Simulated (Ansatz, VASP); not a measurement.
## One calculation of Hf, two programs

```
Hf
1.0
     3.19873    0.00000    0.00000
    -1.59937    2.77018    0.00000
     0.00000    0.00000    5.05050
Hf
2
Direct
  0.33333 0.66667 0.25000
  0.66667 0.33333 0.75000
```

Alike in both runs: task single point; functional r2SCAN; k mesh 11 × 11 × 6; occupations methfessel-paxton of order 1, width 1 eV; no spin polarisation.

```csv
,VASP,Ansatz
version,VASP 6.6.1,Ansatz 0.2.0
potentials or method,"VASP PAW PBE potentials, release 64 (Hf_pv), cutoff 520 eV","plane waves (500 eV) with PAW, scalar-relativistic"
valence electrons in the cell,20,52
```

|  | VASP | Ansatz | Ansatz less VASP |
| --- | --- | --- | --- |
| pressure (GPa) | -0.9 | -0.4 | +0.57 |
| traceless stress, the component that is largest in VASP (GPa) | 0.05 | 0.17 | +0.117 |

VASP's potentials were made for PBE, not for r2SCAN. VASP's potentials hold 20 valence electrons a cell and Ansatz's 52, so a difference there can come from the potentials and not from the codes.

Spin-orbit coupling is off throughout.
